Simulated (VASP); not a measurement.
# Sn2GeO3 (P4/mmm) in VASP: further runs

The runs below take Sn2GeO3 through single point, relaxation of cell and atoms, with PBE.

Everything below comes from runs of VASP 6.6.1. Logs are shortened: lines on timing, memory, paths and dates and some standing lists are left out, and cuts for length are marked.

## Step 1: The cell of the first run

The structure is tetragonal, space group P4/mmm (No. 123). Conventional cell: a = 3.071 Å, b = 3.071 Å, c = 9.189 Å, α = 90.00°, β = 90.00°, γ = 90.00°. Sn (site symmetry 4mm) has 8 O at 2.68 to 2.69 Å and 1 Ge at 3.01 Å and 5 Sn at 3.07 to 3.18 Å within 3.5 Å. Ge (site symmetry 4/mmm) has 8 O at 2.60 Å and 2 Sn at 3.01 Å and 4 Ge at 3.07 Å within 3.4 Å. O (site symmetry 4mm) has 4 Ge at 2.60 Å and 4 Sn at 2.68 Å and 6 O at 2.87 to 3.16 Å within 3.4 Å. Within 3.5 Å of O (site symmetry 4/mmm) lie 8 Sn at 2.69 Å and 6 O at 3.07 to 3.16 Å.

## Step 2: Single point, PBE

The input, INCAR:

```
SYSTEM = Sn2GeO3
  PREC = Accurate
  ENCUT = 520
  EDIFF = 1E-6
  ISMEAR = 0
  SIGMA = 0.1
  LREAL = .False.
  LASPH = .True.
  NELM = 100
  ALGO = Normal
  ISIF = 2
  LWAVE = .False.
  LCHARG = .False.
  GGA = PE
  NBANDS = 39
```

The input, KPOINTS:

```
Automatic mesh
0
Gamma
  6 6 2
  0 0 0
```

The input, POSCAR:

```
Sn2GeO3
1.0
    3.0711827291      0.0000000000      0.0000000000
    0.0000000000      3.0711827291      0.0000000000
    0.0000000000      0.0000000000      9.1885667534
Sn Ge O
2 1 3
Direct
    0.0000000000      0.0000000000      0.3270555558
    0.0000000000      0.0000000000      0.6729444442
    0.0000000000      0.0000000000      0.0000000000
    0.5000000000      0.5000000000      0.1561509784
    0.5000000000      0.5000000000      0.5000000000
    0.5000000000      0.5000000000      0.8438490216
```

Potentials or basis: VASP PAW PBE potentials, release 64 (Sn_d, Ge_d, O).

Started as:

```console
cat potpaw_PBE.64/Sn_d/POTCAR potpaw_PBE.64/Ge_d/POTCAR potpaw_PBE.64/O/POTCAR > POTCAR
mpirun -np 1 vasp_std > vasp.out
```

OUTCAR:

```text
SYSTEM = Sn2GeO3
   PREC = Accurate
   ENCUT = 520
   EDIFF = 1E-6
   ISMEAR = 0
   LREAL = .False.
   LASPH = .True.
   NELM = 100
   ISIF = 2
   GGA = PE

 ion  position               nearest neighbor table
   1  0.000  0.000  0.327-   4 2.68   4 2.68   4 2.68   4 2.68   5 2.69   5 2.69   5 2.69   5 2.69
                             3 3.01   2 3.18
   2  0.000  0.000  0.673-   6 2.68   6 2.68   6 2.68   6 2.68   5 2.69   5 2.69   5 2.69   5 2.69
                             3 3.01   1 3.18
   3  0.000  0.000  0.000-   1 3.01   2 3.01
   4  0.500  0.500  0.156-   1 2.68   1 2.68   1 2.68   1 2.68
   5  0.500  0.500  0.500-   1 2.69   2 2.69   1 2.69   2 2.69   1 2.69   2 2.69   1 2.69   2 2.69

   6  0.500  0.500  0.844-   2 2.68   2 2.68   2 2.68   2 2.68

  LATTYP: Found a simple tetragonal cell.
 ALAT       =     3.0711827291
 C/A-ratio  =     2.9918658588

  Lattice vectors:

 A1 = (   3.0711827291,   0.0000000000,   0.0000000000)
 A2 = (   0.0000000000,   3.0711827291,   0.0000000000)
 A3 = (   0.0000000000,   0.0000000000,   9.1885667534)

Analysis of symmetry for initial positions (statically):
=====================================================================
 Subroutine PRICEL returns:
 Original cell was already a primitive cell.

 Routine SETGRP: Setting up the symmetry group for a
 simple tetragonal supercell.

 Subroutine GETGRP returns: Found 16 space group operations
 (whereof 16 operations were pure point group operations)
 out of a pool of 16 trial point group operations.

The static configuration has the point symmetry D_4h.

Analysis of symmetry for dynamics (positions and initial velocities):
=====================================================================
 Subroutine PRICEL returns:
 Original cell was already a primitive cell.

 Routine SETGRP: Setting up the symmetry group for a
 simple tetragonal supercell.

 Subroutine GETGRP returns: Found 16 space group operations
 (whereof 16 operations were pure point group operations)
 out of a pool of 16 trial point group operations.

The dynamic configuration has the point symmetry D_4h.

 Subroutine INISYM returns: Found 16 space group operations
 (whereof 16 operations are pure point group operations),
 and found     1 'primitive' translations

----------------------------------------------------------------------------------------

                                     Primitive cell

  volume of cell :      86.6681

  direct lattice vectors                    reciprocal lattice vectors
     3.071182729  0.000000000  0.000000000     0.325607458  0.000000000  0.000000000
     0.000000000  3.071182729  0.000000000     0.000000000  0.325607458  0.000000000
     0.000000000  0.000000000  9.188566753     0.000000000  0.000000000  0.108830901

  length of vectors
     3.071182729  3.071182729  9.188566753     0.325607458  0.325607458  0.108830901

  position of ions in fractional coordinates (direct lattice)
     0.000000000  0.000000000  0.327055556
     0.000000000  0.000000000  0.672944444
     0.000000000  0.000000000  0.000000000
     0.500000000  0.500000000  0.156150978
     0.500000000  0.500000000  0.500000000
     0.500000000  0.500000000  0.843849022

  ion indices of the primitive-cell ions
   primitive index   ion index
                 1           1
                 2           2
                 3           3
                 4           4
                 5           5
                 6           6

----------------------------------------------------------------------------------------

 KPOINTS: Automatic mesh

Automatic generation of k-mesh.
 Grid dimensions read from file:
 generate k-points for:    6    6    2

 Generating k-lattice:

  Cartesian coordinates                     Fractional coordinates (reciprocal lattice)
     0.054267910  0.000000000  0.000000000     0.166666667  0.000000000  0.000000000
     0.000000000  0.054267910  0.000000000     0.000000000  0.166666667  0.000000000
     0.000000000  0.000000000  0.054415451     0.000000000  0.000000000  0.500000000

  Length of vectors
     0.054267910  0.054267910  0.054415451

  Shift w.r.t. Gamma in fractional coordinates (k-lattice)
     0.000000000  0.000000000  0.000000000

 Subroutine IBZKPT returns following result:
 ===========================================

 Found     20 irreducible k-points:

 Following reciprocal coordinates:
            Coordinates               Weight
  0.000000  0.000000  0.000000      1.000000
  0.166667  0.000000  0.000000      4.000000
  0.333333  0.000000  0.000000      4.000000
  0.500000  0.000000  0.000000      2.000000
  0.166667  0.166667  0.000000      4.000000
  0.333333  0.166667  0.000000      8.000000
[... 12 lines left out ...]
  0.500000  0.333333  0.500000      4.000000
  0.500000  0.500000  0.500000      1.000000
   k-points           NKPTS =     20   k-points in BZ     NKDIM =     20   number of bands    NBANDS=     39
   number of dos      NEDOS =    301   number of ions     NIONS =      6
   total plane-waves  NPLWV =  40320
   dimension x,y,z NGX =    24 NGY =   24 NGZ =   70
   dimension x,y,z NGXF=    48 NGYF=   48 NGZF=  140
   ions per type =               2   1   3
   NGX,Y,Z   is equivalent  to a cutoff of  12.99, 12.99, 12.66 a.u.
   NGXF,Y,Z  is equivalent  to a cutoff of  25.98, 25.98, 25.33 a.u.
 SYSTEM =  Sn2GeO3
   PREC   = accura    normal or accurate (medium, high low for compatibility)
   ISTART =      0    job   : 0-new  1-cont  2-samecut
   ICHARG =      2    charge: 1-file 2-atom 10-const
   ISPIN  =      1    spin polarized calculation?
   LNONCOLLINEAR =      F non collinear calculations
   LSORBIT =      F    spin-orbit coupling
   LASPH  =      T    aspherical Exc in radial PAW
   ENCUT  =  520.0 eV  38.22 Ry    6.18 a.u.   5.71  5.71 17.08*2*pi/ulx,y,z
   NELM   =    100;   NELMIN=  2; NELMDL= -5     # of ELM steps
   EDIFF  = 0.1E-05   stopping-criterion for ELM
   LREAL  =      F    real-space projection
   EDIFFG = 0.1E-04   stopping-criterion for IOM
   NSW    =      0    number of steps for IOM
   IBRION =     -1    ionic relax: 0-MD 1-quasi-New 2-CG
   NFREE  =      0    steps in history (QN), initial steepest desc. (CG)
   ISIF   =      2    stress and relaxation
   ISYM   =      2    0-nonsym 1-usesym 2-fastsym
   POTIM  = 0.5000    time-step for ionic-motion
   TEBEG  =    0.0;   TEEND  =   0.0 temperature during run
   PSTRESS=    0.0 pullay stress
   NELECT =      60.0000    total number of electrons
   NUPDOWN=      -1.0000    fix difference up-down
   EMIN   =  10.00;   EMAX   =-10.00  energy-range for DOS
   EFERMI =   0.00;   METHOD = LEGACY
   ISMEAR =     0;   SIGMA  =   0.10  broadening in eV -4-tet -1-fermi 0-gaus
   EFERMI_NEDOS =   21; number of points for ismear=-14 and -15
   IALGO  =     38    algorithm
   IMIX   =      4    mixing-type and parameters
     AMIX     =   0.40;   BMIX     =  1.00
     AMIX_MAG =   1.60;   BMIX_MAG =  1.00
  volume/ion in A,a.u.               =      14.44        97.48
  Fermi-wavevector in a.u.,A,eV,Ry     =   1.448234  2.736766 28.536630  2.097383
  Thomas-Fermi vector in A             =   2.566099
   LORBIT       =      0    0 simple, 1 ext, 2 COOP (PROOUT), +10 PAW based schemes
   GGA     = PE    functional components
   LHFCALC =     F    Hartree Fock is set to
   AEXX    =    0.0000 exact exchange contribution
   IVDW    =     0    specifies the selected vdW correction
   LEPSILON=     F    determine dielectric tensor
   LRPA    =     F    only Hartree local field effects (RPA)
 non-spin polarized calculation
 Gauss-broadening in eV      SIGMA  =   0.10
  energy-cutoff  :      520.00
  volume of cell :       86.67
 maximum number of plane-waves:      2372
 NGX is ok and might be reduce to    24
   NGX = 11   NGY = 11   NGZ = 35

 number of electron      60.0000012 magnetization

 Free energy of the ion-electron system (eV)
  ---------------------------------------------------
  ext. energy  EPLUGINS =         0.00000000
  ---------------------------------------------------
  free energy    TOTEN  =       -29.61615314 eV

  energy without entropy =      -29.61219176  energy(sigma->0) =      -29.61417245

 E-fermi :   7.2982     XC(G=0): -11.3909

 val. band max:        7.2304441279   @ k =   0.5000   0.0000   0.5000
 cond. band min:       7.3114751670   @ k =   0.5000   0.5000   0.5000
 fundamental gap:      0.0810310391
 Fermi energy:         7.2981707565

 k-point     1 :       0.0000    0.0000    0.0000
  band No.  band energies     occupation
      1     -17.6187      2.00000
      2     -17.5979      2.00000
      3     -17.5460      2.00000
      4     -17.5460      2.00000
      5     -17.5303      2.00000
      6     -14.3180      2.00000
[... 31 lines left out ...]
     38      15.5678      0.00000
     39      15.6428      0.00000

 k-point     2 :       0.1667    0.0000    0.0000
  band No.  band energies     occupation
      1     -17.6094      2.00000
      2     -17.5902      2.00000
      3     -17.5534      2.00000
      4     -17.5454      2.00000
      5     -17.5353      2.00000
      6     -14.2732      2.00000
[... 31 lines left out ...]
     38      15.4868      0.00000
     39      15.6443      0.00000

 k-point     3 :       0.3333    0.0000    0.0000
  band No.  band energies     occupation
      1     -17.6033      2.00000
      2     -17.5680      2.00000
      3     -17.5625      2.00000
      4     -17.5453      2.00000
      5     -17.5441      2.00000
      6     -14.2389      2.00000
[... 664 lines left out ...]
 k-point    19 :       0.5000    0.3333    0.5000
  band No.  band energies     occupation
      1     -17.5749      2.00000
      2     -17.5688      2.00000
      3     -17.5671      2.00000
      4     -17.5609      2.00000
      5     -17.5300      2.00000
      6     -14.1643      2.00000
[... 31 lines left out ...]
     38      14.0803      0.00000
     39      14.2019      0.00000

 k-point    20 :       0.5000    0.5000    0.5000
  band No.  band energies     occupation
      1     -17.5829      2.00000
      2     -17.5667      2.00000
      3     -17.5667      2.00000
      4     -17.5616      2.00000
      5     -17.5182      2.00000
      6     -14.2106      2.00000
[... 31 lines left out ...]
     38      13.8141      0.00000
     39      14.1249      0.00000

------------------------ aborting loop because EDIFF is reached ----------------------------------------

  FORCE on cell =-STRESS in cart. coord.  units (eV):
  Direction    XX          YY          ZZ          XY          YZ          ZX
  --------------------------------------------------------------------------------------
  -------------------------------------------------------------------------------------
  Total       -0.1734058     -0.1734058     -0.2086688      0.0000000      0.0000000     -0.0000000
  in kB       -3.2056424     -3.2056424     -3.8575268      0.0000000      0.0000000     -0.0000000
  external PRESSURE =      -3.4229372 kB  Pullay stress =       0.0000000 kB

 VOLUME and BASIS-vectors are now :
 -----------------------------------------------------------------------------
  energy-cutoff  :      520.00
  volume of cell :       86.67
      direct lattice vectors                 reciprocal lattice vectors
     3.071182729  0.000000000  0.000000000     0.325607458  0.000000000  0.000000000
     0.000000000  3.071182729  0.000000000     0.000000000  0.325607458  0.000000000
     0.000000000  0.000000000  9.188566753     0.000000000  0.000000000  0.108830901

 POSITION                                       TOTAL-FORCE (eV/Angst)
 -----------------------------------------------------------------------------------
      0.00000      0.00000      3.00517         0.000000     -0.000000      0.006044
      0.00000      0.00000      6.18339         0.000000     -0.000000     -0.006044
      0.00000      0.00000      0.00000         0.000000     -0.000000      0.000000
      1.53559      1.53559      1.43480         0.000000      0.000000     -0.002186
      1.53559      1.53559      4.59428         0.000000     -0.000000      0.000000
      1.53559      1.53559      7.75376        -0.000000      0.000000      0.002186
 -----------------------------------------------------------------------------------
    total drift:                                0.000000     -0.000000      0.000000

  FREE ENERGIE OF THE ION-ELECTRON SYSTEM (eV)
  ---------------------------------------------------
  free  energy   TOTEN  =       -29.6161531441 eV

  energy  without entropy=      -29.6121917643  energy(sigma->0) =      -29.61417245
```

It took 86 s on 1 thread of Oxide Virtual Turin-like, shared host; peak memory 0.19 GiB.

What came out:

```
Free energy            : -29.6162 eV
Pressure               : -0.3 GPa
Largest force          : 0.006 eV/Å
Band gap on the k mesh : 0.08 eV, indirect (least direct gap 0.94 eV)
```

Forces on the atoms (eV/Å):
```
Sn   0.000  0.000  0.006
Sn   0.000  0.000 -0.006
Ge   0.000  0.000  0.000
O    0.000  0.000 -0.002
O    0.000  0.000  0.000
O    0.000  0.000  0.002
```

Caveat: spin-orbit coupling is left out, which moves the levels of the heavy elements. A k mesh can miss the band edges.

## Step 3: Relaxation of cell and atoms, PBE

This run uses another cell than the first one, of 16.07 Å³/atom, 1.112 times its volume.

The input, INCAR:

```
SYSTEM = Sn2GeO3
PREC     = Accurate       ! precision mode
ENCUT    = 600            ! plane-wave cutoff, eV
EDIFF    = 1E-6           ! SCF threshold, eV
ISMEAR   = 0              ! smearing method
SIGMA    = 0.1            ! smearing width, eV
LREAL    = .False.        ! projectors in reciprocal space
LASPH    = .True.         ! aspherical terms in the spheres
NELM     = 100            ! most SCF steps
ALGO     = Normal         ! electronic algorithm
ISIF     = 3              ! what is computed and relaxed
LWAVE    = .False.        ! write WAVECAR
LCHARG   = .False.        ! write CHGCAR
GGA      = PE             ! functional
IBRION   = 2              ! ionic algorithm
NSW      = 90             ! ionic steps
EDIFFG   = -0.04          ! ionic threshold
```

KPOINTS is that of step 2.

The input, POSCAR:

```
Sn2GeO3
1.0
    3.1829322000      0.0000000000      0.0000000000
    0.0000000000      3.1829322000      0.0000000000
    0.0000000000      0.0000000000      9.5160386100
Sn Ge O
2 1 3
Direct
    0.0000000000      0.0000000000      0.3342649900
    0.0000000000      0.0000000000      0.6657350100
    0.0000000000      0.0000000000      0.0000000000
    0.5000000000      0.5000000000      0.1837450000
    0.5000000000      0.5000000000      0.5000000000
    0.5000000000      0.5000000000      0.8162550000
```

Potentials or basis: VASP PAW PBE potentials, release 64 (Sn_d, Ge_d, O).

Started as:

```console
cat potpaw_PBE.64/Sn_d/POTCAR potpaw_PBE.64/Ge_d/POTCAR potpaw_PBE.64/O/POTCAR > POTCAR
mpirun -np 1 vasp_std > vasp.out
```

Wall time 13 min (1 thread of Oxide Virtual Turin-like, shared host); peak memory 0.26 GiB.

The run converged. Its results:

```
Free energy                            : -29.6350 eV
Relaxed volume                         : 14.38 Å³/atom
Relaxed cell                           : a = 3.069 Å, b = 3.069 Å, c = 9.155 Å, α = 90.00°, β = 90.00°, γ = 90.00°
Space group after relaxing (to 0.05 Å) : P4/mmm (No. 123)
Energy gained by relaxing              : 90.9 meV/atom
Ionic steps                            : 8
Pressure after relaxing                : 0.0 GPa
Largest force after relaxing           : 0.017 eV/Å
```

Forces on the atoms (eV/Å):
```
Sn   0.000  0.000  0.017
Sn   0.000  0.000 -0.017
Ge   0.000  0.000  0.000
O    0.000  0.000 -0.014
O    0.000  0.000  0.000
O    0.000  0.000  0.014
```

Stress tensor (GPa, compression positive):
```
-0.01  0.00  0.00
 0.00 -0.01  0.00
 0.00  0.00  0.14
```

The path:
```csv
step,energy change (eV),largest force (eV/Å),pressure (GPa),volume (Å³)
1,0.0000,0.7449,-8.03,96.41
2,-0.3076,0.9752,1.98,85.61
3,-0.3094,0.9614,1.14,86.23
4,-0.4024,0.7664,1.14,85.86
5,-0.5289,0.0593,1.94,84.76
6,-0.5340,0.0344,-2.02,88.00
7,-0.5430,0.0127,-0.32,86.52
8,-0.5453,0.0167,0.04,86.26
```

Final structure:
```xyz
6
Lattice="3.0695 0.0000 0.0000 0.0000 3.0695 0.0000 0.0000 0.0000 9.1553" Properties=species:S:1:pos:R:3 pbc="T T T"
Sn    3.0695    3.0695    2.9935
Sn    0.0000    0.0000    6.1618
Ge    0.0000    0.0000    0.0000
O     1.5347    1.5347    1.4328
O     1.5347    1.5347    4.5777
O     1.5347    1.5347    7.7225
```

Levels at points of the mesh, in eV from the Fermi level:
```
           k point  band 28  band 29  band 30  band 31  band 32  band 33
(0.00, 0.00, 0.00)    -1.76    -1.76    -1.63     2.08     2.33     6.58
(0.50, 0.00, 0.00)    -1.47    -1.39    -0.84     0.55     2.66     2.78
(0.50, 0.50, 0.00)    -2.82    -2.75    -1.33     1.17     1.17     1.31
(0.00, 0.00, 0.50)    -1.57    -1.57    -0.91     0.52     4.88     5.23
(0.50, 0.00, 0.50)    -1.38    -0.37    -0.04     0.87     0.91     3.55
(0.50, 0.50, 0.50)    -2.06    -1.71    -1.47    -0.03     0.09     0.09
```

Caveat: spin-orbit coupling is left out, which moves the levels of the heavy elements.
